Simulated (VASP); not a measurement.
# Ti6O in VASP: a series of runs

The runs below take Ti6O through single point, with PBEsol.

All numbers are computed with VASP 6.6.1; they aren't measurements. Logs are shortened: lines on timing, memory, paths and dates and some standing lists are left out, and cuts for length are marked.

### Step 1. The cell of the first run

The cell holds a slab with vacuum, 7 atoms: a = 2.900 Å, b = 4.591 Å, c = 21.206 Å, α = 90.00°, β = 90.00°, γ = 90.00°.

### Step 2. Single point, PBEsol

File INCAR:

```
  ALGO = Normal
  DIPOL = 0.5 0.5 0.349
  EDIFF = 1E-6
  ENCUT = 520
  GGA = PS
  IDIPOL = 3
  ISIF = 2
  ISMEAR = 0
  LASPH = T
  LCHARG = F
  LDIPOL = T
  LREAL = F
  LWAVE = F
  NBANDS = 48
  NELM = 60
  PREC = Accurate
  SIGMA = 0.1
```

File KPOINTS:

```
k-points
0
Gamma
  9 6 1
```

File POSCAR:

```
Ti6O
1.0
    2.8999670177      0.0000000000      0.0000000000
    0.0000000000      4.5905806278      0.0000000000
    0.0000000000      0.0000000000     21.2062529549
Ti O
6 1
Direct
    0.0000000000      0.7500000000      0.1886236106
    0.5000000000      0.2500000000      0.2281000977
    0.5000000000      0.7500000000      0.3070530716
    0.0000000000      0.2500000000      0.3454090437
    0.0000000000      0.7500000000      0.4205530428
    0.5000000000      0.2500000000      0.4577071195
    0.8333333333      0.7500000000      0.4987966389
```

Potentials or basis: VASP PAW PBE potentials, release 64 (Ti_sv, O).

Command:

```
$ cat potpaw_PBE.64/Ti_sv/POTCAR potpaw_PBE.64/O/POTCAR > POTCAR
$ mpirun -np 1 vasp_std > vasp.out
```

OUTCAR:

```text
EDIFF = 1E-6
   ENCUT = 520
   GGA = PS
   ISIF = 2
   ISMEAR = 0
   LASPH = T
   LREAL = F
   NELM = 60
   PREC = Accurate

 ion  position               nearest neighbor table
   1  0.000  0.750  0.189-   2 2.84   2 2.84   2 2.84   2 2.84   3 2.90   3 2.90
   2  0.500  0.250  0.228-   3 2.84   3 2.84   1 2.84   1 2.84   1 2.84   1 2.84   4 2.88   4 2.88

   3  0.500  0.750  0.307-   5 2.81   5 2.81   4 2.83   4 2.83   4 2.83   4 2.83   2 2.84   2 2.84
                             1 2.90   1 2.90
   4  0.000  0.250  0.345-   6 2.79   6 2.79   5 2.79   5 2.79   3 2.83   3 2.83   3 2.83   3 2.83
                             2 2.88   2 2.88
   5  0.000  0.750  0.421-   7 1.73   4 2.79   4 2.79   3 2.81   3 2.81   6 2.83   6 2.83   6 2.83
                             6 2.83
   6  0.500  0.250  0.458-   4 2.79   4 2.79   5 2.83   5 2.83   5 2.83   5 2.83
   7  0.833  0.750  0.499-   5 1.73

  LATTYP: Found a simple orthorhombic cell.
 ALAT       =     2.8999670177
 B/A-ratio  =     1.5829768407
 C/A-ratio  =     7.3125841865

  Lattice vectors:

 A1 = (   2.8999670177,   0.0000000000,   0.0000000000)
 A2 = (   0.0000000000,   4.5905806278,   0.0000000000)
 A3 = (   0.0000000000,   0.0000000000,  21.2062529549)

Analysis of symmetry for initial positions (statically):
=====================================================================
 Subroutine PRICEL returns:
 Original cell was already a primitive cell.

 Routine SETGRP: Setting up the symmetry group for a
 simple orthorhombic supercell.

 Subroutine GETGRP returns: Found  2 space group operations
 (whereof  1 operations were pure point group operations)
 out of a pool of  8 trial point group operations.

The static configuration has the point symmetry C_1 .
 The point group associated with its full space group is C_1h.

Analysis of symmetry for dynamics (positions and initial velocities):
=====================================================================
 Subroutine PRICEL returns:
 Original cell was already a primitive cell.

 Routine SETGRP: Setting up the symmetry group for a
 simple orthorhombic supercell.

 Subroutine GETGRP returns: Found  2 space group operations
 (whereof  1 operations were pure point group operations)
 out of a pool of  8 trial point group operations.

The dynamic configuration has the point symmetry C_1 .
 The point group associated with its full space group is C_1h.

 Subroutine INISYM returns: Found  2 space group operations
 (whereof  1 operations are pure point group operations),
 and found     1 'primitive' translations

----------------------------------------------------------------------------------------

                                     Primitive cell

  volume of cell :     282.3089

  direct lattice vectors                    reciprocal lattice vectors
     2.899967018  0.000000000  0.000000000     0.344831508  0.000000000  0.000000000
     0.000000000  4.590580628  0.000000000     0.000000000  0.217837368  0.000000000
     0.000000000  0.000000000 21.206252955     0.000000000  0.000000000  0.047155903

  length of vectors
     2.899967018  4.590580628 21.206252955     0.344831508  0.217837368  0.047155903

  position of ions in fractional coordinates (direct lattice)
     0.000000000  0.750000000  0.188623611
     0.500000000  0.250000000  0.228100098
     0.500000000  0.750000000  0.307053072
     0.000000000  0.250000000  0.345409044
     0.000000000  0.750000000  0.420553043
     0.500000000  0.250000000  0.457707120
     0.833333333  0.750000000  0.498796639

  ion indices of the primitive-cell ions
   primitive index   ion index
                 1           1
                 2           2
                 3           3
                 4           4
                 5           5
                 6           6
                 7           7

----------------------------------------------------------------------------------------

 KPOINTS: k-points

Automatic generation of k-mesh.
 Grid dimensions read from file:
 generate k-points for:    9    6    1

 Generating k-lattice:

  Cartesian coordinates                     Fractional coordinates (reciprocal lattice)
     0.038314612  0.000000000  0.000000000     0.111111111  0.000000000  0.000000000
     0.000000000  0.036306228  0.000000000     0.000000000  0.166666667  0.000000000
     0.000000000  0.000000000  0.047155903     0.000000000  0.000000000  1.000000000

  Length of vectors
     0.038314612  0.036306228  0.047155903

  Shift w.r.t. Gamma in fractional coordinates (k-lattice)
     0.000000000  0.000000000  0.000000000

 Subroutine IBZKPT returns following result:
 ===========================================

 Found     20 irreducible k-points:

 Following reciprocal coordinates:
            Coordinates               Weight
  0.000000  0.000000  0.000000      1.000000
  0.111111  0.000000  0.000000      2.000000
  0.222222  0.000000  0.000000      2.000000
  0.333333  0.000000  0.000000      2.000000
  0.444444  0.000000  0.000000      2.000000
  0.000000  0.166667  0.000000      2.000000
[... 12 lines left out ...]
  0.333333  0.500000  0.000000      2.000000
  0.444444  0.500000  0.000000      2.000000
   k-points           NKPTS =     20   k-points in BZ     NKDIM =     20   number of bands    NBANDS=     48
   number of dos      NEDOS =    301   number of ions     NIONS =      7
   total plane-waves  NPLWV = 138240
   dimension x,y,z NGX =    24 NGY =   36 NGZ =  160
   dimension x,y,z NGXF=    48 NGYF=   72 NGZF=  320
   ions per type =               6   1
   NGX,Y,Z   is equivalent  to a cutoff of  13.76, 13.04, 12.54 a.u.
   NGXF,Y,Z  is equivalent  to a cutoff of  27.52, 26.07, 25.09 a.u.
 SYSTEM =  unknown system
   PREC   = accura    normal or accurate (medium, high low for compatibility)
   ISTART =      0    job   : 0-new  1-cont  2-samecut
   ICHARG =      2    charge: 1-file 2-atom 10-const
   ISPIN  =      1    spin polarized calculation?
   LNONCOLLINEAR =      F non collinear calculations
   LSORBIT =      F    spin-orbit coupling
   LASPH  =      T    aspherical Exc in radial PAW
   ENCUT  =  520.0 eV  38.22 Ry    6.18 a.u.   5.39  8.54 39.43*2*pi/ulx,y,z
   NELM   =     60;   NELMIN=  2; NELMDL= -5     # of ELM steps
   EDIFF  = 0.1E-05   stopping-criterion for ELM
   LREAL  =      F    real-space projection
   EDIFFG = 0.1E-04   stopping-criterion for IOM
   NSW    =      0    number of steps for IOM
   IBRION =     -1    ionic relax: 0-MD 1-quasi-New 2-CG
   NFREE  =      0    steps in history (QN), initial steepest desc. (CG)
   ISIF   =      2    stress and relaxation
   ISYM   =      2    0-nonsym 1-usesym 2-fastsym
   POTIM  = 0.5000    time-step for ionic-motion
   TEBEG  =    0.0;   TEEND  =   0.0 temperature during run
   PSTRESS=    0.0 pullay stress
   NELECT =      78.0000    total number of electrons
   NUPDOWN=      -1.0000    fix difference up-down
   EMIN   =  10.00;   EMAX   =-10.00  energy-range for DOS
   EFERMI =   0.00;   METHOD = LEGACY
   ISMEAR =     0;   SIGMA  =   0.10  broadening in eV -4-tet -1-fermi 0-gaus
   EFERMI_NEDOS =   21; number of points for ismear=-14 and -15
   IALGO  =     38    algorithm
   IMIX   =      4    mixing-type and parameters
     AMIX     =   0.40;   BMIX     =  1.00
     AMIX_MAG =   1.60;   BMIX_MAG =  1.00
  volume/ion in A,a.u.               =      40.33       272.16
  Fermi-wavevector in a.u.,A,eV,Ry     =   1.066264  2.014947 15.468727  1.136919
  Thomas-Fermi vector in A             =   2.201843
   LORBIT       =      0    0 simple, 1 ext, 2 COOP (PROOUT), +10 PAW based schemes
   GGA     = PS    functional components
   LHFCALC =     F    Hartree Fock is set to
   AEXX    =    0.0000 exact exchange contribution
   IVDW    =     0    specifies the selected vdW correction
   LEPSILON=     F    determine dielectric tensor
   LRPA    =     F    only Hartree local field effects (RPA)
 non-spin polarized calculation
 Gauss-broadening in eV      SIGMA  =   0.10
  energy-cutoff  :      520.00
  volume of cell :      282.31
 maximum number of plane-waves:      7645
 NGX is ok and might be reduce to    24
   NGX = 11   NGY = 17   NGZ = 79

 dipolmoment           0.000000      0.000000     -0.015828 electrons x Angstroem

 number of electron      78.0000032 magnetization

 dipolmoment           0.000000      0.000000      0.041625 electrons x Angstroem

 Free energy of the ion-electron system (eV)
  ---------------------------------------------------
  ext. energy  EPLUGINS =         0.00000000
  ---------------------------------------------------
  free energy    TOTEN  =       -55.09764502 eV

  energy without entropy =      -55.03257005  energy(sigma->0) =      -55.06510754

 E-fermi :   0.7702     XC(G=0):  -5.3031

 val. band max:        0.7689329398   @ k =   0.3333   0.5000   0.0000
 cond. band min:       0.7743789743   @ k =   0.1111   0.3333   0.0000
 fundamental gap:      0.0054460345
 Fermi energy:         0.7701812108

 k-point     1 :       0.0000    0.0000    0.0000
  band No.  band energies     occupation
      1     -56.2651      2.00000
      2     -56.0306      2.00000
      3     -55.7494      2.00000
      4     -55.6897      2.00000
      5     -55.6374      2.00000
      6     -55.5732      2.00000
[... 40 lines left out ...]
     47       1.8650      0.00000
     48       1.9399      0.00000

 k-point     2 :       0.1111    0.0000    0.0000
  band No.  band energies     occupation
      1     -56.2592      2.00000
      2     -56.0246      2.00000
      3     -55.7424      2.00000
      4     -55.6854      2.00000
      5     -55.6325      2.00000
      6     -55.5714      2.00000
[... 910 lines left out ...]
 k-point    20 :       0.4444    0.5000    0.0000
  band No.  band energies     occupation
      1     -56.2155      2.00000
      2     -55.9799      2.00000
      3     -55.6759      2.00000
      4     -55.6435      2.00000
      5     -55.6053      2.00000
      6     -55.5764      2.00000
[... 40 lines left out ...]
     47       2.2515      0.00000
     48       2.2807      0.00000

------------------------ aborting loop because EDIFF is reached ----------------------------------------

 vacuum level on the upper side and lower side of the slab       (xc-potential included)         0.089        -0.440

  FORCE on cell =-STRESS in cart. coord.  units (eV):
  Direction    XX          YY          ZZ          XY          YZ          ZX
  --------------------------------------------------------------------------------------
  -------------------------------------------------------------------------------------
  Total       -0.4359572     -2.4691657     -0.2000894      0.0000000      0.0000000     -0.7385611
  in kB       -2.4741719    -14.0131641     -1.1355601      0.0000000      0.0000000     -4.1915283
  external PRESSURE =      -5.8742987 kB  Pullay stress =       0.0000000 kB

 VOLUME and BASIS-vectors are now :
 -----------------------------------------------------------------------------
  energy-cutoff  :      520.00
  volume of cell :      282.31
      direct lattice vectors                 reciprocal lattice vectors
     2.899967018  0.000000000  0.000000000     0.344831508  0.000000000  0.000000000
     0.000000000  4.590580628  0.000000000     0.000000000  0.217837368  0.000000000
     0.000000000  0.000000000 21.206252955     0.000000000  0.000000000  0.047155903

 POSITION                                       TOTAL-FORCE (eV/Angst)
 -----------------------------------------------------------------------------------
      0.00000      3.44294      4.00000         0.017603      0.000000      0.383410
      1.44998      1.14765      4.83715        -0.044743      0.000000      0.043986
      1.44998      3.44294      6.51145         0.019124      0.000000     -0.802995
      0.00000      1.14765      7.32483        -0.101121      0.000000      0.135429
      0.00000      3.44294      8.91835         0.423963      0.000000      0.099656
      1.44998      1.14765      9.70625         0.491253      0.000000      0.031365
      2.41664      3.44294     10.57761        -0.806079      0.000000      0.109149
 -----------------------------------------------------------------------------------
    total drift:                               -0.000015      0.000000      0.000028

  FREE ENERGIE OF THE ION-ELECTRON SYSTEM (eV)
  ---------------------------------------------------
  free  energy   TOTEN  =       -55.0976450229 eV

  energy  without entropy=      -55.0325700473  energy(sigma->0) =      -55.06510754

 vacuum level on the upper side and lower side of the slab         5.038         4.455
```

Run time: 6.5 min. Hardware: 1 thread of Intel Xeon 6975P-C (Granite Rapids), shared host; peak memory 0.44 GiB.

Results:

| Property | Result |
| --- | --- |
| Free energy | -55.0976 eV |
| Largest force | 0.813 eV/Å |
| Band gap on the k mesh | zero (band 39 reaches 1.00 eV, above the bottom of band 40 at 0.50 eV) |

Forces in eV/Å, atoms in the order of the input:
```
Ti   0.018  0.000  0.383
Ti  -0.045  0.000  0.044
Ti   0.019  0.000 -0.803
Ti  -0.101  0.000  0.135
Ti   0.424  0.000  0.100
Ti   0.491  0.000  0.031
O   -0.806  0.000  0.109
```

Caveat: the PAW data sets were made with another functional, which shifts forces and pressure a little.

### Step 3. Single point, PBEsol

File INCAR:

```
SYSTEM = Ti6O
  PREC = Accurate
  ENCUT = 520
  EDIFF = 1E-6
  ISMEAR = 0
  SIGMA = 0.1
  LREAL = .FALSE.
  LASPH = .TRUE.
  NELM = 80
  ALGO = Normal
  ISIF = 2
  LWAVE = .FALSE.
  LCHARG = .FALSE.
  LDIPOL = .TRUE.
  IDIPOL = 3
  DIPOL = 0.5 0.5 0.349
  GGA = PS
  NBANDS = 48
```

File KPOINTS:

```
Automatic mesh
0
G
  9 6 1
  0 0 0
```

Changes to POSCAR since step 2:

```diff
@@ -14,2 +14,2 @@
     0.5000000000      0.2500000000      0.4577071195
-    0.8333333333      0.7500000000      0.4987966389
+    1.0000000000      0.6500000000      0.4988062862
```

Potentials or basis: VASP PAW PBE potentials, release 64 (Ti_sv, O).

Command:

```
$ cat potpaw_PBE.64/Ti_sv/POTCAR potpaw_PBE.64/O/POTCAR > POTCAR
$ mpirun -np 1 vasp_std > vasp.out
```

Run time: 8.8 min. Hardware: 1 thread of Intel Xeon 6975P-C (Granite Rapids), shared host; peak memory 0.45 GiB.

Results (log left out):

```yaml
Free_energy: -55.4098 eV
Largest_force: 1.959 eV/Å
Band_gap_on_the_k_mesh: zero (band 39 reaches 0.93 eV, above the bottom of band 40 at 0.53 eV)
```

Forces in eV/Å, atoms in the order of the input:
```
Ti   0.000  0.012  0.417
Ti   0.000 -0.053 -0.012
Ti   0.000 -0.059 -0.977
Ti   0.000  0.136 -0.092
Ti   0.000  0.477  0.167
Ti   0.000  1.441  0.366
O    0.000 -1.954  0.132
```

Levels at points of the mesh, in eV from the Fermi level:
```tsv
k point	band 36	band 37	band 38	band 39	band 40	band 41	band 42	band 43
(0.00, 0.00, 0.00)	-0.55	-0.53	-0.16	0.20	0.50	0.50	0.79	0.87
(0.00, 0.50, 0.00)	-0.69	-0.58	-0.24	0.08	0.17	0.40	0.51	0.67
```

Caveat: the PAW data sets were made with another functional, which shifts forces and pressure a little.

[end of part 1 of 2]
